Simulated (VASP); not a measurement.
# La2O3 (P-3m1) in VASP: a series of runs

The runs below take La2O3 through single point, with PBEsol.

Program: VASP 6.6.1. These are calculated values, not measurements. Logs are shortened: lines on timing, memory, paths and dates and some standing lists are left out, and cuts for length are marked.

## (1) The cell of the first run

The structure is trigonal, space group P-3m1 (No. 164). Conventional cell: a = 4.027 Å, b = 4.027 Å, c = 6.261 Å, α = 90.00°, β = 90.00°, γ = 120.00°. La (site symmetry 3m) has 7 O at 2.42 to 2.79 Å within 3.2 Å. O (site symmetry 3m) has 4 La at 2.42 to 2.50 Å and 3 O at 2.96 Å within 3.2 Å. Within 3.7 Å of O (site symmetry -3m) lie 6 La at 2.79 Å and 6 O at 3.21 Å.

## (2) Single point, PBEsol

Contents of INCAR:

```
  PREC = Accurate
  ENCUT = 520
  EDIFF = 1E-6
  ISMEAR = 0
  SIGMA = 0.01
  LREAL = False
  LASPH = True
  NELM = 80
  ALGO = Normal
  ISIF = 2
  LWAVE = False
  LCHARG = False
  GGA = PS
  NBANDS = 28
```

Contents of KPOINTS:

```
regular mesh
0
Gamma
  6 6 4
```

Contents of POSCAR:

```
La2O3
1.0
    4.0266882256      0.0000000000      0.0000000000
   -2.0133441128      3.4872136771      0.0000000000
    0.0000000000      0.0000000000      6.2610844996
La O
2 3
Direct
    0.6666666667      0.3333333333      0.7537640000
    0.3333333333      0.6666666667      0.2462360000
    0.6666666667      0.3333333333      0.3541090000
    0.3333333333      0.6666666667      0.6458910000
    0.0000000000      0.0000000000      0.0000000000
```

Potentials or basis: VASP PAW PBE potentials, release 64 (La, O).

Run with:

```sh
$ cat potpaw_PBE.64/La/POTCAR potpaw_PBE.64/O/POTCAR > POTCAR
$ mpirun -np 1 vasp_std > vasp.out
```

OUTCAR:

```text
PREC = Accurate
   ENCUT = 520
   EDIFF = 1E-6
   ISMEAR = 0
   LREAL = False
   LASPH = True
   NELM = 80
   ISIF = 2
   GGA = PS

 ion  position               nearest neighbor table
   1  0.667  0.333  0.754-   4 2.42   4 2.42   4 2.42   3 2.50   5 2.79   5 2.79   5 2.79
   2  0.333  0.667  0.246-   3 2.42   3 2.42   3 2.42   4 2.50   5 2.79   5 2.79   5 2.79
   3  0.667  0.333  0.354-   2 2.42   2 2.42   2 2.42   1 2.50
   4  0.333  0.667  0.646-   1 2.42   1 2.42   1 2.42   2 2.50
   5  0.000  0.000  0.000-   2 2.79   1 2.79   2 2.79   1 2.79   1 2.79   2 2.79

  LATTYP: Found a hexagonal cell.
 ALAT       =     4.0266882256
 C/A-ratio  =     1.5548967660

  Lattice vectors:

 A1 = (   4.0266882256,   0.0000000000,   0.0000000000)
 A2 = (  -2.0133441128,   3.4872136771,   0.0000000000)
 A3 = (   0.0000000000,   0.0000000000,   6.2610844996)

Analysis of symmetry for initial positions (statically):
=====================================================================
 Subroutine PRICEL returns:
 Original cell was already a primitive cell.

 Routine SETGRP: Setting up the symmetry group for a
 hexagonal supercell.

 Subroutine GETGRP returns: Found 12 space group operations
 (whereof 12 operations were pure point group operations)
 out of a pool of 24 trial point group operations.

The static configuration has the point symmetry D_3d.

Analysis of symmetry for dynamics (positions and initial velocities):
=====================================================================
 Subroutine PRICEL returns:
 Original cell was already a primitive cell.

 Routine SETGRP: Setting up the symmetry group for a
 hexagonal supercell.

 Subroutine GETGRP returns: Found 12 space group operations
 (whereof 12 operations were pure point group operations)
 out of a pool of 24 trial point group operations.

The dynamic configuration has the point symmetry D_3d.

 Subroutine INISYM returns: Found 12 space group operations
 (whereof 12 operations are pure point group operations),
 and found     1 'primitive' translations

----------------------------------------------------------------------------------------

                                     Primitive cell

  volume of cell :      87.9177

[... 91 lines left out ...]
   ENCUT  =  520.0 eV  38.22 Ry    6.18 a.u.   7.49  7.49 11.64*2*pi/ulx,y,z
   NELM   =     80;   NELMIN=  2; NELMDL= -5     # of ELM steps
   EDIFF  = 0.1E-05   stopping-criterion for ELM
   LREAL  =      F    real-space projection
   EDIFFG = 0.1E-04   stopping-criterion for IOM
   NSW    =      0    number of steps for IOM
   IBRION =     -1    ionic relax: 0-MD 1-quasi-New 2-CG
   NFREE  =      0    steps in history (QN), initial steepest desc. (CG)
   ISIF   =      2    stress and relaxation
   ISYM   =      2    0-nonsym 1-usesym 2-fastsym
   POTIM  = 0.5000    time-step for ionic-motion
   TEBEG  =    0.0;   TEEND  =   0.0 temperature during run
   PSTRESS=    0.0 pullay stress
   NELECT =      40.0000    total number of electrons
   NUPDOWN=      -1.0000    fix difference up-down
   EMIN   =  10.00;   EMAX   =-10.00  energy-range for DOS
   EFERMI =   0.00;   METHOD = LEGACY
   ISMEAR =     0;   SIGMA  =   0.01  broadening in eV -4-tet -1-fermi 0-gaus
   EFERMI_NEDOS =   21; number of points for ismear=-14 and -15
   IALGO  =     38    algorithm
   IMIX   =      4    mixing-type and parameters
     AMIX     =   0.40;   BMIX     =  1.00
     AMIX_MAG =   1.60;   BMIX_MAG =  1.00
  volume/ion in A,a.u.               =      17.58       118.66
  Fermi-wavevector in a.u.,A,eV,Ry     =   1.259127  2.379405 21.570679  1.585400
  Thomas-Fermi vector in A             =   2.392702
   LORBIT       =      0    0 simple, 1 ext, 2 COOP (PROOUT), +10 PAW based schemes
   GGA     = PS    functional components
   LHFCALC =     F    Hartree Fock is set to
   AEXX    =    0.0000 exact exchange contribution
   IVDW    =     0    specifies the selected vdW correction
   LEPSILON=     F    determine dielectric tensor
   LRPA    =     F    only Hartree local field effects (RPA)
 non-spin polarized calculation
 Gauss-broadening in eV      SIGMA  =   0.01
  energy-cutoff  :      520.00
  volume of cell :       87.92
 maximum number of plane-waves:      2388
 NGX is ok and might be reduce to    30
   NGX = 15   NGY = 15   NGZ = 23

 number of electron      40.0000010 magnetization

 Free energy of the ion-electron system (eV)
  ---------------------------------------------------
  ext. energy  EPLUGINS =         0.00000000
  ---------------------------------------------------
  free energy    TOTEN  =       -43.41285680 eV

  energy without entropy =      -43.41285680  energy(sigma->0) =      -43.41285680

 E-fermi :   5.2088     XC(G=0): -10.3700

 val. band max:        5.1251524074   @ k =   0.5000  -0.0000   0.5000
 cond. band min:       8.8187879102   @ k =   0.5000  -0.0000   0.0000
 fundamental gap:      3.6936355028
 Fermi energy:         5.2088495096

 k-point     1 :       0.0000    0.0000    0.0000
  band No.  band energies     occupation
      1     -24.8721      2.00000
      2     -24.6960      2.00000
      3     -11.4557      2.00000
      4     -10.2501      2.00000
      5      -9.8996      2.00000
      6      -8.3586      2.00000
[... 733 lines left out ...]
     27      10.2234      0.00000
     28      10.2384      0.00000

------------------------ aborting loop because EDIFF is reached ----------------------------------------

  FORCE on cell =-STRESS in cart. coord.  units (eV):
  Direction    XX          YY          ZZ          XY          YZ          ZX
  --------------------------------------------------------------------------------------
  -------------------------------------------------------------------------------------
  Total       -6.5147340     -6.5147317     -5.2069277      0.0000000     -0.0000000     -0.0000000
  in kB     -118.7219835   -118.7219413    -94.8890284      0.0000000     -0.0000000     -0.0000000
  external PRESSURE =    -110.7776511 kB  Pullay stress =       0.0000000 kB

 VOLUME and BASIS-vectors are now :
 -----------------------------------------------------------------------------
  energy-cutoff  :      520.00
  volume of cell :       87.92
      direct lattice vectors                 reciprocal lattice vectors
     4.026688226  0.000000000  0.000000000     0.248343041  0.143380947  0.000000000
    -2.013344113  3.487213677  0.000000000     0.000000000  0.286761894  0.000000000
     0.000000000  0.000000000  6.261084500     0.000000000  0.000000000  0.159716739

 POSITION                                       TOTAL-FORCE (eV/Angst)
 -----------------------------------------------------------------------------------
      2.01334      1.16240      4.71938         0.000000     -0.000000     -0.589999
     -0.00000      2.32481      1.54170        -0.000000     -0.000000      0.589999
      2.01334      1.16240      2.21711         0.000000      0.000000     -0.071984
     -0.00000      2.32481      4.04398        -0.000000     -0.000000      0.071984
      0.00000      0.00000      0.00000        -0.000000     -0.000000      0.000000
 -----------------------------------------------------------------------------------
    total drift:                               -0.000000      0.000000      0.000000

  FREE ENERGIE OF THE ION-ELECTRON SYSTEM (eV)
  ---------------------------------------------------
  free  energy   TOTEN  =       -43.4128568022 eV

  energy  without entropy=      -43.4128568022  energy(sigma->0) =      -43.41285680
```

Wall time 95 s (1 thread of AMD EPYC 7R43 (Zen 3), shared host); peak memory 0.19 GiB.

Results:

```
Free energy            : -43.4129 eV
Pressure               : -11.1 GPa
Largest force          : 0.590 eV/Å
Band gap on the k mesh : 3.69 eV, indirect (least direct gap 3.89 eV)
```

Forces on the atoms (eV/Å):
```
La   0.000  0.000 -0.590
La   0.000  0.000  0.590
O    0.000  0.000 -0.072
O    0.000  0.000  0.072
O    0.000  0.000  0.000
```

Caveat: the PAW data sets were made with another functional, which shifts forces and pressure a little; spin-orbit coupling is left out, which moves the levels of the heavy elements.

## (3) Single point, PBEsol

This run uses another cell than the first one, of 17.99 Å³/atom, 1.023 times its volume.

Contents of INCAR:

```
PREC     = Accurate       # precision mode
ENCUT    = 520            # plane-wave cutoff, eV
EDIFF    = 1E-6           # SCF threshold, eV
ISMEAR   = 0              # smearing method
SIGMA    = 0.01           # smearing width, eV
LREAL    = F              # projectors in reciprocal space
LASPH    = T              # aspherical terms in the spheres
NELM     = 60             # most SCF steps
ALGO     = Normal         # electronic algorithm
ISIF     = 2              # what is computed and relaxed
LWAVE    = F              # write WAVECAR
LCHARG   = F              # write CHGCAR
GGA      = PS             # functional
NBANDS   = 28             # bands
```

Contents of KPOINTS:

```
Automatic mesh
0
Gamma
  6 6 4
```

Edit POSCAR of step 2 so:

```diff
@@ -2,5 +2,5 @@
 1.0
-    4.0266882256      0.0000000000      0.0000000000
-   -2.0133441128      3.4872136771      0.0000000000
-    0.0000000000      0.0000000000      6.2610844996
+    4.0576639677      0.0000000000      0.0000000000
+   -2.0288319838      3.5140394519      0.0000000000
+    0.0000000000      0.0000000000      6.3092485808
 La O
```

Potentials or basis: VASP PAW PBE potentials, release 64 (La, O).

Run with:

```sh
$ cat potpaw_PBE.64/La/POTCAR potpaw_PBE.64/O/POTCAR > POTCAR
$ mpirun -np 1 vasp_std > vasp.out
```

Run time: 89 s. Hardware: 1 thread of AMD EPYC 7R43 (Zen 3), shared host; peak memory 0.19 GiB.

The run converged. Its results:

```
Free energy            : -43.2603 eV
Pressure               : -13.1 GPa
Largest force          : 0.724 eV/Å
Band gap on the k mesh : 3.65 eV, indirect (least direct gap 3.86 eV)
```

Forces on the atoms (eV/Å):
```
La   0.000  0.000 -0.724
La   0.000  0.000  0.724
O    0.000  0.000 -0.094
O    0.000  0.000  0.094
O    0.000  0.000  0.000
```

Stress tensor (GPa, compression positive):
```
-14.02   0.00   0.00
  0.00 -14.02   0.00
  0.00   0.00 -11.13
```

Levels at points of the mesh, in eV from the valence-band top:
```
           k point  band 17  band 18  band 19  band 20  band 21  band 22  band 23  band 24
(0.00, 0.00, 0.00)    -1.48    -0.28    -0.28    -0.01     3.97     4.32     4.32     4.55
(0.50, 0.00, 0.00)    -0.62    -0.56    -0.45    -0.21     3.65     4.42     4.79     4.80
(0.00, 0.00, 0.50)    -0.88    -0.65    -0.22    -0.22     4.40     4.42     4.42     4.61
(0.50, 0.00, 0.50)    -0.91    -0.56    -0.36     0.00     4.13     4.37     4.71     4.82
```

Caveat: the PAW data sets were made with another functional, which shifts forces and pressure a little; spin-orbit coupling is left out, which moves the levels of the heavy elements.
